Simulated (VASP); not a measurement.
Input of a VASP 6.6.1 run:

INCAR

```
  ALGO = Normal
  EDIFF = 1E-6
  ENCUT = 520
  GGA = PE
  ISIF = 2
  ISMEAR = 0
  LASPH = True
  LCHARG = False
  LREAL = False
  LWAVE = False
  NBANDS = 18
  NELM = 100
  PREC = Accurate
  SIGMA = 0.01
```

Contents of KPOINTS:

```
k-points
0
Gamma
  12 12 6
```

Contents of POSCAR:

```
LiF
1.0
    3.2800798956      0.0000000000      0.0000000000
   -1.6400399478      2.8406325161      0.0000000000
    0.0000000000      0.0000000000      3.9995958192
Li F
2 2
Direct
    0.3333333333      0.6666666667      0.2500000000
    0.6666666667      0.3333333333      0.7500000000
    0.6666666667      0.3333333333      0.2500000000
    0.3333333333      0.6666666667      0.7500000000
```

Potentials or basis: VASP PAW PBE potentials, release 64 (Li_sv, F).

Command:

```console
$ cat potpaw_PBE.64/Li_sv/POTCAR potpaw_PBE.64/F/POTCAR > POTCAR
$ mpirun -np 1 vasp_std > vasp.out
```

Question: Estimate the band gap on the k mesh.

Answer: 7.82 eV, direct.

 A k mesh can miss the band edges.
